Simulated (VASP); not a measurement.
## Cu2O: single point with RPBE

**The experiment to reproduce.**

“Importance of surface oxygen vacancies for ultrafast hot carrier relaxation and transport in Cu2O”, 2021, arxiv:2103.03167 quotes, for a bulk crystal of Cu2O: band gap 2.17 eV (direct).

The system is Cu2O.

```
CELL_PARAMETERS angstrom
4.35453 0.00000 0.00000
0.00000 4.35453 0.00000
0.00000 0.00000 4.35453
ATOMIC_POSITIONS crystal
Cu 0.25000 0.25000 0.25000
Cu 0.25000 0.75000 0.75000
Cu 0.75000 0.75000 0.25000
Cu 0.75000 0.25000 0.75000
O 0.00000 0.00000 0.00000
O 0.50000 0.50000 0.50000
```

| Item | Value |
| --- | --- |
| Program | VASP 6.6.1 |
| Task | single point |
| Functional | RPBE |
| Potentials or basis | VASP PAW PBE potentials, release 64 (Cu, O) |
| Cutoff | 600 eV |
| k mesh | 6 × 6 × 6 |
| Occupations | gaussian, width 0.01 eV |
| Spin | no spin polarisation |
| Dipole correction | no |
| Further INCAR settings | ALGO = Normal; EDIFF = 1e-06; NBANDS = 37 |

```yaml
Pressure: 0.8 GPa
Band_gap_on_the_k_mesh: 0.41 eV
```

Levels at points of the mesh, in eV from the valence-band top:
```tsv
k point	band 26	band 27	band 28	band 29	band 30	band 31
(0.00, 0.00, 0.00)	0.00	0.00	0.00	0.41	1.49	1.49
(0.50, 0.00, 0.00)	-1.09	-0.35	-0.35	2.13	2.13	4.28
(0.50, 0.50, 0.00)	-1.10	-0.59	-0.59	1.91	1.91	3.74
(0.50, 0.50, 0.50)	-0.52	-0.52	-0.52	2.58	2.58	2.58
```

Wall time 110 s on 1 thread of Intel Xeon 8259CL, on a shared host, peak memory 0.23 GiB.

A measured gap of Cu2O is 2.17 eV (direct; quoted in “Importance of surface oxygen vacancies for ultrafast hot carrier relaxation and transport in Cu2O”, 2021, arxiv:2103.03167); the calculated 0.41 eV misses it by -1.76 eV. So large a miss can be the level of theory's own, or it may mean another phase, state or a wrong row. The value is that of RPBE on a finite k mesh, which can miss the band edges, without temperature or zero-point motion. Semilocal functionals fall short of measured gaps as a rule.

Caveat: the PAW data sets were made with another functional, which shifts forces and pressure a little.
